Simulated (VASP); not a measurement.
Write the native input for VASP 6.6.1 that does the following.

```
Task                   : single point
Functional             : PBE
Dispersion             : D3(BJ)
Potentials or basis    : VASP PAW PBE potentials, release 64 (W_sv, S)
Cutoff                 : 520 eV
k mesh                 : 12 × 12 × 12
Occupations            : gaussian, width 0.02 eV
Spin                   : no spin polarisation
Dipole correction      : no
Further INCAR settings : ALGO = Normal; EDIFF = 1e-07; NBANDS = 20
```

The structure of WS2 (Tungstenite) lies in POSCAR:

```
WS2
1.0
    1.5785298442      0.9113646305      6.0389213181
   -1.5785298442      0.9113646305      6.0389213181
    0.0000000000     -1.8227292610      6.0389213181
W S
1 2
Direct
    0.0006559570      0.0006559570      0.0006559570
    0.2472102229      0.2472102229      0.2472102229
    0.4208338201      0.4208338201      0.4208338201
```

One way to write it, as run:

INCAR

```
ALGO     = Normal         # electronic algorithm
EDIFF    = 1E-7           # SCF threshold, eV
ENCUT    = 520            # plane-wave cutoff, eV
GGA      = PE             # functional
ISIF     = 2              # what is computed and relaxed
ISMEAR   = 0              # smearing method
IVDW     = 12             # dispersion correction
LASPH    = T              # aspherical terms in the spheres
LCHARG   = F              # write CHGCAR
LREAL    = F              # projectors in reciprocal space
LWAVE    = F              # write WAVECAR
NBANDS   = 20             # bands
NELM     = 100            # most SCF steps
PREC     = Accurate       # precision mode
SIGMA    = 0.02           # smearing width, eV
```

KPOINTS

```
k-points
0
Gamma
  12 12 12
```

Potentials or basis: VASP PAW PBE potentials, release 64 (W_sv, S).

Launch:

```bash
$ cat potpaw_PBE.64/W_sv/POTCAR potpaw_PBE.64/S/POTCAR > POTCAR
$ mpirun -np 1 vasp_std > vasp.out
```

Results of the run:

- Pressure: 0.0 GPa
- Band gap on the k mesh: 0.93 eV, indirect (least direct gap 1.92 eV)
- Dispersion energy per atom: -0.437 eV

Caveat: spin-orbit coupling is left out, which moves the levels of the heavy elements.

Wall time 7 min on 1 thread of Intel(R) Xeon(R) 6975P-C (Granite Rapids), with other jobs on the host, peak memory 0.43 GiB.
